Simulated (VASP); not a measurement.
# Zn2PtF6 (Fm-3m) in VASP: notebook

The runs below take Zn2PtF6 through single point, relaxation of cell and atoms, with PBE.

All numbers are computed with VASP 6.6.1; they aren't measurements. Logs are shortened: lines on timing, memory, paths and dates and some standing lists are left out, and cuts for length are marked.

## 1. The cell of the first run

It takes space group Fm-3m (No. 225, cubic). Conventional cell: a = 8.094 Å, b = 8.094 Å, c = 8.094 Å, α = 90.00°, β = 90.00°, γ = 90.00°. Zn (site symmetry -43m) has 12 F at 2.86 Å and 4 Pt at 3.50 Å within 3.8 Å. Pt (site symmetry m-3m) has 6 F at 1.96 Å within 2.6 Å. F (site symmetry 4mm) has 1 Pt at 1.96 Å within 2.6 Å.

## 2. Single point, PBE

Input file INCAR:

```
SYSTEM = Zn2PtF6
PREC = Accurate
ENCUT = 520
EDIFF = 1E-7
ISMEAR = 0
SIGMA = 0.1
LREAL = .FALSE.
LASPH = .TRUE.
NELM = 80
ALGO = Normal
ISIF = 2
LWAVE = .FALSE.
LCHARG = .TRUE.
GGA = PE
LELF = .TRUE.
LVHAR = .TRUE.
NBANDS = 48
```

Input file KPOINTS:

```
regular mesh
0
G
  4 4 4
  0 0 0
```

Input file POSCAR:

```
Zn2PtF6
1.0
    0.0000000000      4.0470149061      4.0470149061
    4.0470149061      0.0000000000      4.0470149061
    4.0470149061      4.0470149061      0.0000000000
Zn Pt F
2 1 6
Direct
    0.2500000000      0.2500000000      0.2500000000
    0.7500000000      0.7500000000      0.7500000000
    0.0000000000      0.0000000000      0.0000000000
    0.2416630528      0.7583369472      0.2416630528
    0.2416630528      0.7583369472      0.7583369472
    0.7583369472      0.7583369472      0.2416630528
    0.7583369472      0.2416630528      0.2416630528
    0.2416630528      0.2416630528      0.7583369472
    0.7583369472      0.2416630528      0.7583369472
```

Potentials or basis: VASP PAW PBE potentials, release 64 (Zn, Pt, F).

Run with:

```console
$ cat potpaw_PBE.64/Zn/POTCAR potpaw_PBE.64/Pt/POTCAR potpaw_PBE.64/F/POTCAR > POTCAR
$ mpirun -np 1 vasp_std > vasp.out
```

OUTCAR:

```text
SYSTEM = Zn2PtF6
   PREC = Accurate
   ENCUT = 520
   EDIFF = 1E-7
   ISMEAR = 0
   LREAL = .FALSE.
   LASPH = .TRUE.
   NELM = 80
   ISIF = 2
   GGA = PE

 ion  position               nearest neighbor table
   1  0.250  0.250  0.250-
   2  0.750  0.750  0.750-
   3  0.000  0.000  0.000-   4 1.96   5 1.96   6 1.96   7 1.96   8 1.96   9 1.96
   4  0.242  0.758  0.242-   3 1.96
   5  0.242  0.758  0.758-   3 1.96
   6  0.758  0.758  0.242-   3 1.96
   7  0.758  0.242  0.242-   3 1.96
   8  0.242  0.242  0.758-   3 1.96
   9  0.758  0.242  0.758-   3 1.96

  LATTYP: Found a face centered cubic cell.
 ALAT       =     8.0940298122

  Lattice vectors:

 A1 = (   0.0000000000,   4.0470149061,   4.0470149061)
 A2 = (   4.0470149061,   0.0000000000,   4.0470149061)
 A3 = (   4.0470149061,   4.0470149061,   0.0000000000)

Analysis of symmetry for initial positions (statically):
=====================================================================
 Subroutine PRICEL returns:
 Original cell was already a primitive cell.

 Routine SETGRP: Setting up the symmetry group for a
 face centered cubic supercell.

 Subroutine GETGRP returns: Found 48 space group operations
 (whereof 48 operations were pure point group operations)
 out of a pool of 48 trial point group operations.

The static configuration has the point symmetry O_h .

Analysis of symmetry for dynamics (positions and initial velocities):
=====================================================================
 Subroutine PRICEL returns:
 Original cell was already a primitive cell.

 Routine SETGRP: Setting up the symmetry group for a
 face centered cubic supercell.

 Subroutine GETGRP returns: Found 48 space group operations
 (whereof 48 operations were pure point group operations)
 out of a pool of 48 trial point group operations.

The dynamic configuration has the point symmetry O_h .

 Subroutine INISYM returns: Found 48 space group operations
 (whereof 48 operations are pure point group operations),
 and found     1 'primitive' translations

----------------------------------------------------------------------------------------

                                     Primitive cell

  volume of cell :     132.5667

  direct lattice vectors                    reciprocal lattice vectors
     0.000000000  4.047014906  4.047014906    -0.123547852  0.123547852  0.123547852
     4.047014906  0.000000000  4.047014906     0.123547852 -0.123547852  0.123547852
     4.047014906  4.047014906  0.000000000     0.123547852  0.123547852 -0.123547852

  length of vectors
     5.723343367  5.723343367  5.723343367     0.213991157  0.213991157  0.213991157

  position of ions in fractional coordinates (direct lattice)
     0.250000000  0.250000000  0.250000000
     0.750000000  0.750000000  0.750000000
     0.000000000  0.000000000  0.000000000
     0.241663053  0.758336947  0.241663053
     0.241663053  0.758336947  0.758336947
     0.758336947  0.758336947  0.241663053
     0.758336947  0.241663053  0.241663053
     0.241663053  0.241663053  0.758336947
     0.758336947  0.241663053  0.758336947

  ion indices of the primitive-cell ions
   primitive index   ion index
                 1           1
                 2           2
                 3           3
                 4           4
                 5           5
                 6           6
                 7           7
                 8           8
                 9           9

----------------------------------------------------------------------------------------

 KPOINTS: regular mesh

Automatic generation of k-mesh.
 Grid dimensions read from file:
 generate k-points for:    4    4    4

 Generating k-lattice:

  Cartesian coordinates                     Fractional coordinates (reciprocal lattice)
    -0.030886963  0.030886963  0.030886963     0.250000000  0.000000000  0.000000000
     0.030886963 -0.030886963  0.030886963     0.000000000  0.250000000  0.000000000
     0.030886963  0.030886963 -0.030886963     0.000000000  0.000000000  0.250000000

  Length of vectors
     0.053497789  0.053497789  0.053497789

  Shift w.r.t. Gamma in fractional coordinates (k-lattice)
     0.000000000  0.000000000  0.000000000

 Subroutine IBZKPT returns following result:
 ===========================================

 Found      8 irreducible k-points:

 Following reciprocal coordinates:
            Coordinates               Weight
  0.000000  0.000000  0.000000      1.000000
  0.250000  0.000000  0.000000      8.000000
  0.500000  0.000000  0.000000      4.000000
  0.250000  0.250000  0.000000      6.000000
  0.500000  0.250000  0.000000     24.000000
 -0.250000  0.250000  0.000000     12.000000
  0.500000  0.500000  0.000000      3.000000
 -0.250000  0.500000  0.250000      6.000000
   k-points           NKPTS =      8   k-points in BZ     NKDIM =      8   number of bands    NBANDS=     48
   number of dos      NEDOS =    301   number of ions     NIONS =      9
   total plane-waves  NPLWV = 110592
   dimension x,y,z NGX =    48 NGY =   48 NGZ =   48
   dimension x,y,z NGXF=    96 NGYF=   96 NGZF=   96
   ions per type =               2   1   6
   NGX,Y,Z   is equivalent  to a cutoff of  13.94, 13.94, 13.94 a.u.
   NGXF,Y,Z  is equivalent  to a cutoff of  27.89, 27.89, 27.89 a.u.
 SYSTEM =  Zn2PtF6
   PREC   = accura    normal or accurate (medium, high low for compatibility)
   ISTART =      0    job   : 0-new  1-cont  2-samecut
   ICHARG =      2    charge: 1-file 2-atom 10-const
   ISPIN  =      1    spin polarized calculation?
   LNONCOLLINEAR =      F non collinear calculations
   LSORBIT =      F    spin-orbit coupling
   LASPH  =      T    aspherical Exc in radial PAW
   ENCUT  =  520.0 eV  38.22 Ry    6.18 a.u.  10.64 10.64 10.64*2*pi/ulx,y,z
   NELM   =     80;   NELMIN=  2; NELMDL= -5     # of ELM steps
   EDIFF  = 0.1E-06   stopping-criterion for ELM
   LREAL  =      F    real-space projection
   EDIFFG = 0.1E-05   stopping-criterion for IOM
   NSW    =      0    number of steps for IOM
   IBRION =     -1    ionic relax: 0-MD 1-quasi-New 2-CG
   NFREE  =      0    steps in history (QN), initial steepest desc. (CG)
   ISIF   =      2    stress and relaxation
   ISYM   =      2    0-nonsym 1-usesym 2-fastsym
   POTIM  = 0.5000    time-step for ionic-motion
   TEBEG  =    0.0;   TEEND  =   0.0 temperature during run
   PSTRESS=    0.0 pullay stress
   NELECT =      76.0000    total number of electrons
   NUPDOWN=      -1.0000    fix difference up-down
   EMIN   =  10.00;   EMAX   =-10.00  energy-range for DOS
   EFERMI =   0.00;   METHOD = LEGACY
   ISMEAR =     0;   SIGMA  =   0.10  broadening in eV -4-tet -1-fermi 0-gaus
   EFERMI_NEDOS =   21; number of points for ismear=-14 and -15
   IALGO  =     38    algorithm
   IMIX   =      4    mixing-type and parameters
     AMIX     =   0.40;   BMIX     =  1.00
     AMIX_MAG =   1.60;   BMIX_MAG =  1.00
  volume/ion in A,a.u.               =      14.73        99.40
  Fermi-wavevector in a.u.,A,eV,Ry     =   1.359986  2.570002 25.164832  1.849563
  Thomas-Fermi vector in A             =   2.486687
   LORBIT       =      0    0 simple, 1 ext, 2 COOP (PROOUT), +10 PAW based schemes
   GGA     = PE    functional components
   LHFCALC =     F    Hartree Fock is set to
   AEXX    =    0.0000 exact exchange contribution
   IVDW    =     0    specifies the selected vdW correction
   LEPSILON=     F    determine dielectric tensor
   LRPA    =     F    only Hartree local field effects (RPA)
 non-spin polarized calculation
 Gauss-broadening in eV      SIGMA  =   0.10
  energy-cutoff  :      520.00
  volume of cell :      132.57
 maximum number of plane-waves:      3591
 NGX is ok and might be reduce to    48
   NGX = 21   NGY = 21   NGZ = 21

 number of electron      75.9999979 magnetization

 Free energy of the ion-electron system (eV)
  ---------------------------------------------------
  ext. energy  EPLUGINS =         0.00000000
  ---------------------------------------------------
  free energy    TOTEN  =       -29.26883252 eV

  energy without entropy =      -29.24891546  energy(sigma->0) =      -29.25887399

 E-fermi :   1.2045     XC(G=0):  -9.5543

 val. band max:        1.1698263784   @ k =   0.2500   0.0000   0.0000
 cond. band min:       1.2910354516   @ k =   0.2500   0.2500   0.0000
 fundamental gap:      0.1212090731
 Fermi energy:         1.2044950180

 k-point     1 :       0.0000    0.0000    0.0000
  band No.  band energies     occupation
      1     -22.9682      2.00000
      2     -22.4632      2.00000
      3     -22.4632      2.00000
      4     -22.3185      2.00000
      5     -22.3185      2.00000
      6     -22.3185      2.00000
[... 40 lines left out ...]
     47       8.8378      0.00000
     48       8.8378      0.00000

 k-point     2 :       0.2500    0.0000    0.0000
  band No.  band energies     occupation
      1     -22.9191      2.00000
      2     -22.4887      2.00000
      3     -22.4887      2.00000
      4     -22.3732      2.00000
      5     -22.2932      2.00000
      6     -22.2932      2.00000
[... 40 lines left out ...]
     47       8.0705      0.00000
     48       9.5454      0.00000

 k-point     3 :       0.5000    0.0000    0.0000
  band No.  band energies     occupation
      1     -22.8577      2.00000
      2     -22.5083      2.00000
      3     -22.5083      2.00000
      4     -22.4399      2.00000
      5     -22.2727      2.00000
      6     -22.2727      2.00000
[... 244 lines left out ...]
     47       8.6063      0.00000
     48       9.2664      0.00000

 k-point     8 :      -0.2500    0.5000    0.2500
  band No.  band energies     occupation
      1     -22.8235      2.00000
      2     -22.5805      2.00000
      3     -22.4880      2.00000
      4     -22.3320      2.00000
      5     -22.3320      2.00000
      6     -22.3049      2.00000
[... 40 lines left out ...]
     47       8.5212      0.00000
     48       9.5298      0.00000

------------------------ aborting loop because EDIFF is reached ----------------------------------------

  FORCE on cell =-STRESS in cart. coord.  units (eV):
  Direction    XX          YY          ZZ          XY          YZ          ZX
  --------------------------------------------------------------------------------------
  -------------------------------------------------------------------------------------
  Total        0.4994923      0.4994923      0.4994923     -0.0000000     -0.0000000      0.0000000
  in kB        6.0367746      6.0367746      6.0367746     -0.0000000     -0.0000000      0.0000000
  external PRESSURE =       6.0367746 kB  Pullay stress =       0.0000000 kB

 VOLUME and BASIS-vectors are now :
 -----------------------------------------------------------------------------
  energy-cutoff  :      520.00
  volume of cell :      132.57
      direct lattice vectors                 reciprocal lattice vectors
     0.000000000  4.047014906  4.047014906    -0.123547852  0.123547852  0.123547852
     4.047014906  0.000000000  4.047014906     0.123547852 -0.123547852  0.123547852
     4.047014906  4.047014906  0.000000000     0.123547852  0.123547852 -0.123547852

 POSITION                                       TOTAL-FORCE (eV/Angst)
 -----------------------------------------------------------------------------------
      2.02351      2.02351      2.02351         0.000000      0.000000      0.000000
      6.07052      6.07052      6.07052         0.000000      0.000000      0.000000
      0.00000      0.00000      0.00000         0.000000      0.000000      0.000000
      4.04701      1.95603      4.04701         0.000000      0.144996      0.000000
      6.13800      4.04701      4.04701        -0.144996      0.000000      0.000000
      4.04701      4.04701      6.13800         0.000000      0.000000     -0.144996
      1.95603      4.04701      4.04701         0.144996      0.000000      0.000000
      4.04701      4.04701      1.95603         0.000000      0.000000      0.144996
      4.04701      6.13800      4.04701         0.000000     -0.144996      0.000000
 -----------------------------------------------------------------------------------
    total drift:                               -0.000000     -0.000000      0.000000

  FREE ENERGIE OF THE ION-ELECTRON SYSTEM (eV)
  ---------------------------------------------------
  free  energy   TOTEN  =       -29.2688325165 eV

  energy  without entropy=      -29.2489154560  energy(sigma->0) =      -29.25887399
```

Run time: 48 s. Hardware: 1 thread of Intel Xeon 6975P-C (Granite Rapids), shared host; peak memory 0.33 GiB.

What came out:

- Free energy: -29.2688 eV
- Pressure: 0.6 GPa
- Largest force: 0.145 eV/Å
- Band gap on the k mesh: zero (band 38 reaches 1.49 eV, above the bottom of band 39 at 0.86 eV)

Forces on the atoms (eV/Å):
```
Zn   0.000  0.000  0.000
Zn   0.000  0.000  0.000
Pt   0.000  0.000  0.000
F    0.000  0.145  0.000
F   -0.145  0.000  0.000
F    0.000  0.000 -0.145
F    0.145  0.000  0.000
F    0.000  0.000  0.145
F    0.000 -0.145  0.000
```

Levels at points of the mesh, in eV from the Fermi level:
```
           k point  band 35  band 36  band 37  band 38  band 39  band 40  band 41  band 42
(0.00, 0.00, 0.00)    -2.31    -2.31    -2.31    -2.01    -0.35     1.22     1.22     6.12
(0.50, 0.00, 0.00)    -2.43    -2.06    -2.06    -0.09    -0.07     1.06     1.06     4.84
(0.50, 0.50, 0.00)    -2.46    -1.86    -1.86     0.09     0.50     0.60     1.22     3.48
```

Caveat: spin-orbit coupling is left out, which moves the levels of the heavy elements.

## 3. Relaxation of cell and atoms, PBE

This run uses another cell than the first one, of 12.08 Å³/atom, 0.820 times its volume.

Input file INCAR:

```
PREC = Accurate
ENCUT = 600
EDIFF = 1E-6
ISMEAR = 0
SIGMA = 0.1
LREAL = False
LASPH = True
NELM = 60
ALGO = Normal
ISIF = 3
LWAVE = False
LCHARG = False
GGA = PE
IBRION = 2
NSW = 90
EDIFFG = -0.04
```

Input file KPOINTS:

```
regular mesh
0
Gamma
  4 4 4
```

Input file POSCAR:

```
Zn2PtF6
1.0
    0.0000000000      3.7884500100      3.7884500100
    3.7884500100      0.0000000000      3.7884500100
    3.7884500100      3.7884500100      0.0000000000
Zn Pt F
2 1 6
Direct
    0.2500000000      0.2500000000      0.2500000000
    0.7500000000      0.7500000000      0.7500000000
    0.0000000000      0.0000000000      0.0000000000
    0.2395321400      0.7604678600      0.2395321400
    0.2395321400      0.7604678600      0.7604678600
    0.7604678600      0.7604678600      0.2395321400
    0.7604678600      0.2395321400      0.2395321400
    0.2395321400      0.2395321400      0.7604678600
    0.7604678600      0.2395321400      0.7604678600
```

Potentials or basis: VASP PAW PBE potentials, release 64 (Zn, Pt, F).

Run with:

```console
$ cat potpaw_PBE.64/Zn/POTCAR potpaw_PBE.64/Pt/POTCAR potpaw_PBE.64/F/POTCAR > POTCAR
$ mpirun -np 1 vasp_std > vasp.out
```

Run time: 5.7 min. Hardware: 1 thread of Intel Xeon 6975P-C (Granite Rapids), shared host; peak memory 0.37 GiB.

The run converged. Its results:

| Property | Result |
| --- | --- |
| Free energy | -29.2321 eV |
| Relaxed volume | 14.71 Å³/atom |
| Relaxed cell | a = 5.720 Å, b = 5.720 Å, c = 5.720 Å, α = 60.00°, β = 60.00°, γ = 60.00° |
| Space group after relaxing (to 0.05 Å) | Fm-3m (No. 225) |
| Energy gained by relaxing | 250.4 meV/atom |
| Ionic steps | 11 |
| Pressure after relaxing | 0.0 GPa |
| Band gap on the k mesh | zero (band 38 reaches 1.51 eV, above the bottom of band 39 at 0.87 eV) |

Step by step:
```tsv
step	energy change (eV)	largest force (eV/Å)	pressure (GPa)	volume (Å³)
1	0.0000	4.6553	32.33	108.75
2	1.0288	2.3031	-15.36	151.81
3	-2.1158	0.6349	-1.25	124.02
4	-2.1423	0.4530	0.13	122.77
5	-2.1498	0.2744	1.48	121.67
6	-2.1494	0.3195	1.16	121.93
7	-2.1813	0.3189	0.59	123.87
8	-2.2386	0.2583	-0.61	129.80
9	-2.2463	0.2170	-1.05	132.78
10	-2.2208	0.4946	2.46	131.44
11	-2.2534	0.0014	0.03	132.35
```

Final structure:
```
Zn Pt F
1.0
     0.00000    4.04478    4.04478
     4.04478    0.00000    4.04478
     4.04478    4.04478    0.00000
Zn Pt F
2 1 6
Direct
  0.25000 0.25000 0.25000
  0.75000 0.75000 0.75000
  0.00000 0.00000 0.00000
  0.24263 0.75737 0.24263
  0.24263 0.75737 0.75737
  0.75737 0.75737 0.24263
  0.75737 0.24263 0.24263
  0.24263 0.24263 0.75737
  0.75737 0.24263 0.75737
```

Levels at points of the mesh, in eV from the Fermi level:
| k point | band 35 | band 36 | band 37 | band 38 | band 39 | band 40 | band 41 | band 42 |
| --- | --- | --- | --- | --- | --- | --- | --- | --- |
| (0.00, 0.00, 0.00) | -2.35 | -2.35 | -2.35 | -2.01 | -0.35 | 1.13 | 1.13 | 6.13 |
| (0.50, 0.00, 0.00) | -2.46 | -2.10 | -2.10 | -0.09 | -0.07 | 0.97 | 0.97 | 4.81 |
| (0.50, 0.50, 0.00) | -2.49 | -1.89 | -1.89 | 0.10 | 0.50 | 0.52 | 1.14 | 3.46 |

Caveat: the volume moved by over 15 % at a fixed basis, so the end points are rough; spin-orbit coupling is left out, which moves the levels of the heavy elements.
